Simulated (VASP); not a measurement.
# MoS2 (R3m) in VASP: further runs

Runs on MoS2. Level: LDA. Tasks: single point.

Everything below comes from runs of VASP 6.6.1. Logs are shortened: lines on timing, memory, paths and dates and some standing lists are left out, and cuts for length are marked.

### Step 1. The cell of the first run

It takes space group R3m (No. 160, trigonal). Conventional cell: a = 3.226 Å, b = 3.226 Å, c = 18.370 Å, α = 90.00°, β = 90.00°, γ = 120.00°. Mo (site symmetry 3m) has 6 S at 2.39 Å and 6 Mo at 3.23 Å within 3.3 Å. S (site symmetry 3m) has 3 Mo at 2.39 Å and 7 S at 3.00 to 3.23 Å within 3.3 Å. S (site symmetry 3m) has 3 Mo at 2.39 Å and 7 S at 3.00 to 3.23 Å within 3.3 Å.

### Step 2. Single point, LDA (equal xx and yy strain of +2 %)

Contents of INCAR:

```
SYSTEM = MoS2
ALGO = Normal ; EDIFF = 1E-6
ENCUT = 520 ; GGA = CA
ISIF = 2 ; ISMEAR = -1
LASPH = .TRUE. ; LCHARG = .FALSE.
LREAL = .FALSE. ; LWAVE = .FALSE.
NBANDS = 20 ; NELM = 100
PREC = Accurate ; SIGMA = 0.05
```

Contents of KPOINTS:

```
k-points
0
G
  15 15 15
  0 0 0
```

Contents of POSCAR:

```
MoS2
1.0
    1.6131303639      0.9313412498      6.1233300000
   -1.6131303639      0.9313412498      6.1233300000
    0.0000000000     -1.8626824997      6.1233300000
Mo S
1 2
Direct
    0.0000000000      0.0000000000      0.0000000000
    0.7484000000      0.7484000000      0.7484000000
    0.5849000000      0.5849000000      0.5849000000
```

Potentials or basis: VASP PAW LDA potentials, release 64 (Mo_sv, S).

The run is started by

```sh
> cat potpaw_LDA.64/Mo_sv/POTCAR potpaw_LDA.64/S/POTCAR > POTCAR
> mpirun -np 1 vasp_std > vasp.out
```

OUTCAR:

```text
SYSTEM = MoS2
   EDIFF = 1E-6
   ENCUT = 520
   GGA = CA
   ISIF = 2
   ISMEAR = -1
   LASPH = .TRUE.
   LREAL = .FALSE.
   NELM = 100
   PREC = Accurate

 ion  position               nearest neighbor table
   1  0.000  0.000  0.000-   2 2.39   2 2.39   2 2.39   3 2.39   3 2.39   3 2.39
   2  0.748  0.748  0.748-   1 2.39   1 2.39   1 2.39
   3  0.585  0.585  0.585-   1 2.39   1 2.39   1 2.39

  LATTYP: Found a trigonal (rhomboedric) cell.
 ALAT       =     6.4003715817
 COS(alpha) =     0.8729547152

  Lattice vectors:

 A1 = (   1.6131303639,   0.9313412498,   6.1233300000)
 A2 = (  -1.6131303639,   0.9313412498,   6.1233300000)
 A3 = (   0.0000000000,  -1.8626824997,   6.1233300000)

Analysis of symmetry for initial positions (statically):
=====================================================================
 Subroutine PRICEL returns:
 Original cell was already a primitive cell.

 Routine SETGRP: Setting up the symmetry group for a
 trigonal (rhombohedral) supercell.

 Subroutine GETGRP returns: Found  6 space group operations
 (whereof  6 operations were pure point group operations)
 out of a pool of 12 trial point group operations.

The static configuration has the point symmetry C_3v.

Analysis of symmetry for dynamics (positions and initial velocities):
=====================================================================
 Subroutine PRICEL returns:
 Original cell was already a primitive cell.

 Routine SETGRP: Setting up the symmetry group for a
 trigonal (rhombohedral) supercell.

 Subroutine GETGRP returns: Found  6 space group operations
 (whereof  6 operations were pure point group operations)
 out of a pool of 12 trial point group operations.

The dynamic configuration has the point symmetry C_3v.

 Subroutine INISYM returns: Found  6 space group operations
 (whereof  6 operations are pure point group operations),
 and found     1 'primitive' translations

----------------------------------------------------------------------------------------

                                     Primitive cell

  volume of cell :      55.1972

  direct lattice vectors                    reciprocal lattice vectors
     1.613130364  0.931341250  6.123330000     0.309956350  0.178953382  0.054436611
    -1.613130364  0.931341250  6.123330000    -0.309956350  0.178953382  0.054436611
     0.000000000 -1.862682500  6.123330000     0.000000000 -0.357906764  0.054436611

  length of vectors
     6.400371582  6.400371582  6.400371582     0.362022923  0.362022923  0.362022923

  position of ions in fractional coordinates (direct lattice)
     0.000000000  0.000000000  0.000000000
     0.748400000  0.748400000  0.748400000
     0.584900000  0.584900000  0.584900000

  ion indices of the primitive-cell ions
   primitive index   ion index
                 1           1
                 2           2
                 3           3

----------------------------------------------------------------------------------------

 KPOINTS: k-points

Automatic generation of k-mesh.
 Grid dimensions read from file:
 generate k-points for:   15   15   15

 Generating k-lattice:

  Cartesian coordinates                     Fractional coordinates (reciprocal lattice)
     0.020663757  0.011930225  0.003629107     0.066666667  0.000000000 -0.000000000
    -0.020663757  0.011930225  0.003629107     0.000000000  0.066666667 -0.000000000
     0.000000000 -0.023860451  0.003629107     0.000000000  0.000000000  0.066666667

  Length of vectors
     0.024134862  0.024134862  0.024134862

  Shift w.r.t. Gamma in fractional coordinates (k-lattice)
     0.000000000  0.000000000  0.000000000

 Subroutine IBZKPT returns following result:
 ===========================================

 Found    344 irreducible k-points:

 Following reciprocal coordinates:
            Coordinates               Weight
  0.000000  0.000000  0.000000      1.000000
  0.066667  0.000000 -0.000000      6.000000
  0.133333 -0.000000 -0.000000      6.000000
  0.200000  0.000000  0.000000      6.000000
  0.266667 -0.000000 -0.000000      6.000000
  0.333333  0.000000  0.000000      6.000000
[... 16 lines left out ...]
  0.133333  0.133333 -0.000000      6.000000
  0.200000  0.133333  0.000000     12.000000
 [... further k-points ...]
   k-points           NKPTS =    344   k-points in BZ     NKDIM =    344   number of bands    NBANDS=     20
   number of dos      NEDOS =    301   number of ions     NIONS =      3
   total plane-waves  NPLWV = 110592
   dimension x,y,z NGX =    48 NGY =   48 NGZ =   48
   dimension x,y,z NGXF=    96 NGYF=   96 NGZF=   96
   ions per type =               1   2
   NGX,Y,Z   is equivalent  to a cutoff of  12.47, 12.47, 12.47 a.u.
   NGXF,Y,Z  is equivalent  to a cutoff of  24.94, 24.94, 24.94 a.u.
 SYSTEM =  MoS2
   PREC   = accura    normal or accurate (medium, high low for compatibility)
   ISTART =      0    job   : 0-new  1-cont  2-samecut
   ICHARG =      2    charge: 1-file 2-atom 10-const
   ISPIN  =      1    spin polarized calculation?
   LNONCOLLINEAR =      F non collinear calculations
   LSORBIT =      F    spin-orbit coupling
   LASPH  =      T    aspherical Exc in radial PAW
   ENCUT  =  520.0 eV  38.22 Ry    6.18 a.u.  11.90 11.90 11.90*2*pi/ulx,y,z
   NELM   =    100;   NELMIN=  2; NELMDL= -5     # of ELM steps
   EDIFF  = 0.1E-05   stopping-criterion for ELM
   LREAL  =      F    real-space projection
   EDIFFG = 0.1E-04   stopping-criterion for IOM
   NSW    =      0    number of steps for IOM
   IBRION =     -1    ionic relax: 0-MD 1-quasi-New 2-CG
   NFREE  =      0    steps in history (QN), initial steepest desc. (CG)
   ISIF   =      2    stress and relaxation
   ISYM   =      2    0-nonsym 1-usesym 2-fastsym
   POTIM  = 0.5000    time-step for ionic-motion
   TEBEG  =    0.0;   TEEND  =   0.0 temperature during run
   PSTRESS=    0.0 pullay stress
   NELECT =      26.0000    total number of electrons
   NUPDOWN=      -1.0000    fix difference up-down
   EMIN   =  10.00;   EMAX   =-10.00  energy-range for DOS
   EFERMI =   0.00;   METHOD = LEGACY
   ISMEAR =    -1;   SIGMA  =   0.05  broadening in eV -4-tet -1-fermi 0-gaus
   EFERMI_NEDOS =   21; number of points for ismear=-14 and -15
   IALGO  =     38    algorithm
   IMIX   =      4    mixing-type and parameters
     AMIX     =   0.40;   BMIX     =  1.00
     AMIX_MAG =   1.60;   BMIX_MAG =  1.00
  volume/ion in A,a.u.               =      18.40       124.16
  Fermi-wavevector in a.u.,A,eV,Ry     =   1.273777  2.407090 22.075573  1.622509
  Thomas-Fermi vector in A             =   2.406582
   LORBIT       =      0    0 simple, 1 ext, 2 COOP (PROOUT), +10 PAW based schemes
   GGA     = CA    functional components
   LHFCALC =     F    Hartree Fock is set to
   AEXX    =    0.0000 exact exchange contribution
   IVDW    =     0    specifies the selected vdW correction
   LEPSILON=     F    determine dielectric tensor
   LRPA    =     F    only Hartree local field effects (RPA)
 non-spin polarized calculation
  energy-cutoff  :      520.00
  volume of cell :       55.20
 maximum number of plane-waves:      1507
   NGX = 23   NGY = 23   NGZ = 23

 number of electron      26.0000001 magnetization

 Free energy of the ion-electron system (eV)
  ---------------------------------------------------
  ext. energy  EPLUGINS =         0.00000000
  ---------------------------------------------------
  free energy    TOTEN  =       -24.37189728 eV

  energy without entropy =      -24.37181275  energy(sigma->0) =      -24.37185501

 E-fermi :   7.3928     XC(G=0): -10.9221

 val. band max:        7.2535195549   @ k =   0.4667   0.4667   0.4667
 cond. band min:       7.6358425184   @ k =  -0.2000   0.4667   0.1333
 fundamental gap:      0.3823229635
 Fermi energy:         7.3928229848

 k-point     1 :       0.0000    0.0000    0.0000
  band No.  band energies     occupation
      1     -54.2172      2.00000
      2     -28.5438      2.00000
      3     -28.3854      2.00000
      4     -28.3854      2.00000
      5      -7.8759      2.00000
      6      -6.0617      2.00000
[... 12 lines left out ...]
     19      14.8473      0.00000
     20      15.1898      0.00000

 k-point     2 :       0.0667    0.0000   -0.0000
  band No.  band energies     occupation
      1     -54.2157      2.00000
      2     -28.5408      2.00000
      3     -28.4006      2.00000
      4     -28.3888      2.00000
      5      -7.8107      2.00000
      6      -6.0454      2.00000
[... 12 lines left out ...]
     19      15.1302      0.00000
     20      15.2718      0.00000

 k-point     3 :       0.1333   -0.0000   -0.0000
  band No.  band energies     occupation
      1     -54.2117      2.00000
      2     -28.5324      2.00000
      3     -28.4435      2.00000
      4     -28.3985      2.00000
      5      -7.6217      2.00000
      6      -5.9981      2.00000
[... 12 lines left out ...]
     19      15.3391      0.00000
     20      15.8047      0.00000

 k-point     4 :       0.2000    0.0000    0.0000
  band No.  band energies     occupation
      1     -54.2057      2.00000
      2     -28.5200      2.00000
      3     -28.5061      2.00000
      4     -28.4129      2.00000
      5      -7.3290      2.00000
      6      -5.9247      2.00000
[... 12 lines left out ...]
     19      15.4325      0.00000
     20      15.8335      0.00000

 k-point     5 :       0.2667   -0.0000   -0.0000
  band No.  band energies     occupation
      1     -54.1989      2.00000
      2     -28.5771      2.00000
      3     -28.5058      2.00000
      4     -28.4292      2.00000
      5      -6.9674      2.00000
      6      -5.8345      2.00000
[... 12 lines left out ...]
     19      14.9014      0.00000
     20      15.5126      0.00000

 k-point     6 :       0.3333    0.0000    0.0000
  band No.  band energies     occupation
      1     -54.1923      2.00000
      2     -28.6444      2.00000
      3     -28.4921      2.00000
      4     -28.4448      2.00000
      5      -6.5881      2.00000
      6      -5.7418      2.00000
[... 12 lines left out ...]
     19      14.2103      0.00000
     20      14.8215      0.00000

 k-point     7 :       0.4000    0.0000    0.0000
  band No.  band energies     occupation
      1     -54.1872      2.00000
      2     -28.6964      2.00000
      3     -28.4814      2.00000
      4     -28.4570      2.00000
      5      -6.2606      2.00000
      6      -5.6653      2.00000
[... 12 lines left out ...]
     19      13.9614      0.00000
     20      14.4741      0.00000
[... 277 lines left out ...]
 k-point    20 :      -0.2000    0.0667   -0.0000
  band No.  band energies     occupation
      1     -54.2016      2.00000
      2     -28.5456      2.00000
      3     -28.5114      2.00000
      4     -28.4264      2.00000
      5      -7.1207      2.00000
      6      -5.8601      2.00000
[... 12 lines left out ...]
     19      15.2794      0.00000
     20      15.8241      0.00000

 k-point    21 :      -0.1333    0.0667    0.0000
  band No.  band energies     occupation
      1     -54.2080      2.00000
      2     -28.5247      2.00000
      3     -28.4805      2.00000
      4     -28.4093      2.00000
      5      -7.4471      2.00000
      6      -5.9446      2.00000
[... 12 lines left out ...]
     19      15.4337      0.00000
     20      15.9288      0.00000

 k-point    22 :      -0.0667    0.0667    0.0000
  band No.  band energies     occupation
      1     -54.2130      2.00000
      2     -28.5351      2.00000
      3     -28.4291      2.00000
      4     -28.3959      2.00000
      5      -7.6860      2.00000
      6      -6.0088      2.00000
[... 12 lines left out ...]
     19      15.3208      0.00000
     20      15.6377      0.00000

 k-point    23 :       0.1333    0.1333   -0.0000
  band No.  band energies     occupation
      1     -54.2117      2.00000
      2     -28.5324      2.00000
      3     -28.4435      2.00000
      4     -28.3985      2.00000
      5      -7.6117      2.00000
      6      -6.0170      2.00000
[... 12 lines left out ...]
     19      15.3967      0.00000
     20      15.8146      0.00000

 k-point    24 :       0.2000    0.1333    0.0000
  band No.  band energies     occupation
      1     -54.2080      2.00000
      2     -28.5247      2.00000
      3     -28.4805      2.00000
      4     -28.4093      2.00000
      5      -7.4279      2.00000
      6      -5.9790      2.00000
[... 12 lines left out ...]
     19      15.4970      0.00000
     20      15.9120      0.00000

 [... further k-points ...]

------------------------ aborting loop because EDIFF is reached ----------------------------------------

  FORCE on cell =-STRESS in cart. coord.  units (eV):
  Direction    XX          YY          ZZ          XY          YZ          ZX
  --------------------------------------------------------------------------------------
  -------------------------------------------------------------------------------------
  Total       -2.5517739     -2.5517739      0.7046736     -0.0000000     -0.0000000     -0.0000000
  in kB      -74.0688422    -74.0688422     20.4541480     -0.0000000     -0.0000000     -0.0000000
  external PRESSURE =     -42.5611788 kB  Pullay stress =       0.0000000 kB

 VOLUME and BASIS-vectors are now :
 -----------------------------------------------------------------------------
  energy-cutoff  :      520.00
  volume of cell :       55.20
      direct lattice vectors                 reciprocal lattice vectors
     1.613130364  0.931341250  6.123330000     0.309956350  0.178953382  0.054436611
    -1.613130364  0.931341250  6.123330000    -0.309956350  0.178953382  0.054436611
     0.000000000 -1.862682500  6.123330000     0.000000000 -0.357906764  0.054436611

 POSITION                                       TOTAL-FORCE (eV/Angst)
 -----------------------------------------------------------------------------------
      0.00000      0.00000      0.00000         0.000000      0.000000     -0.002766
      0.00000     -0.00000     13.74810         0.000000     -0.000000      0.403509
      0.00000     -0.00000     10.74461         0.000000      0.000000     -0.400743
 -----------------------------------------------------------------------------------
    total drift:                                0.000000      0.000000     -0.000033

  FREE ENERGIE OF THE ION-ELECTRON SYSTEM (eV)
  ---------------------------------------------------
  free  energy   TOTEN  =       -24.3718972812 eV

  energy  without entropy=      -24.3718127487  energy(sigma->0) =      -24.37185501
```

Run time: 8.4 min. Hardware: 1 thread of Intel Xeon 6975P-C (Granite Rapids), shared host; peak memory 0.51 GiB.

Results:

```yaml
Free_energy: -24.3719 eV
Pressure: -4.3 GPa
Largest_force: 0.404 eV/Å
Band_gap_on_the_k_mesh: 0.38 eV (least direct gap 1.46 eV)
```

Forces on the atoms (eV/Å):
```
Mo   0.000  0.000 -0.003
S    0.000  0.000  0.404
S    0.000  0.000 -0.401
```

Levels at points of the mesh, in eV from the valence-band top:
| k point | band 10 | band 11 | band 12 | band 13 | band 14 | band 15 | band 16 | band 17 |
| --- | --- | --- | --- | --- | --- | --- | --- | --- |
| (0.00, 0.00, 0.00) | -2.75 | -2.75 | -1.21 | -1.09 | 1.68 | 1.68 | 2.20 | 2.20 |

Caveat: the cell differs from its parent crystal (equal xx and yy strain of +2 %); the stress differs along the axes, from -7 to 2 GPa; semilocal functionals underestimate gaps, and a narrow one can read as zero. A k mesh can miss the band edges.

### Step 3. Single point, LDA (zz strain of +2 %)

Contents of INCAR:

```
PREC     = Accurate       # precision mode
ENCUT    = 520            # plane-wave cutoff, eV
EDIFF    = 1E-6           # SCF threshold, eV
ISMEAR   = -1             # smearing method
SIGMA    = 0.05           # smearing width, eV
LREAL    = F              # projectors in reciprocal space
LASPH    = T              # aspherical terms in the spheres
NELM     = 60             # most SCF steps
ALGO     = Normal         # electronic algorithm
ISIF     = 2              # what is computed and relaxed
LWAVE    = F              # write WAVECAR
LCHARG   = F              # write CHGCAR
NBANDS   = 20             # bands
```

Contents of KPOINTS:

```
Automatic mesh
0
Gamma
  15 15 15
```

Contents of POSCAR:

```
MoS2
1.0
    1.5815003568      0.9130796567      6.2457966000
   -1.5815003568      0.9130796567      6.2457966000
    0.0000000000     -1.8261593134      6.2457966000
Mo S
1 2
Direct
    0.0000000000      0.0000000000      0.0000000000
    0.7484000000      0.7484000000      0.7484000000
    0.5849000000      0.5849000000      0.5849000000
```

Potentials or basis: VASP PAW LDA potentials, release 64 (Mo_sv, S).

The run is started by

```sh
> cat potpaw_LDA.64/Mo_sv/POTCAR potpaw_LDA.64/S/POTCAR > POTCAR
> mpirun -np 1 vasp_std > vasp.out
```

Run time: 24 min. Hardware: 1 thread of Oxide Virtual Turin-like, shared host; peak memory 0.47 GiB.

It converged, with:

```yaml
Free_energy: -24.4506 eV
Pressure: -1.8 GPa
Largest_force: 0.221 eV/Å
Band_gap_on_the_k_mesh: 0.90 eV (least direct gap 1.69 eV)
```

Forces in eV/Å, atoms in the order of the input:
```
Mo   0.000  0.000 -0.002
S    0.000  0.000  0.221
S    0.000  0.000 -0.219
```

Stress tensor (GPa, compression positive):
```
-2.94  0.00  0.00
 0.00 -2.94  0.00
 0.00  0.00  0.52
```

Levels at points of the mesh, in eV from the valence-band top:
| k point | band 10 | band 11 | band 12 | band 13 | band 14 | band 15 | band 16 | band 17 |
| --- | --- | --- | --- | --- | --- | --- | --- | --- |
| (0.00, 0.00, 0.00) | -2.35 | -2.35 | -1.32 | -1.14 | 2.05 | 2.05 | 2.49 | 2.49 |

Caveat: the cell differs from its parent crystal (zz strain of +2 %). A k mesh can miss the band edges.

(Part 1 of 2 ends here.)
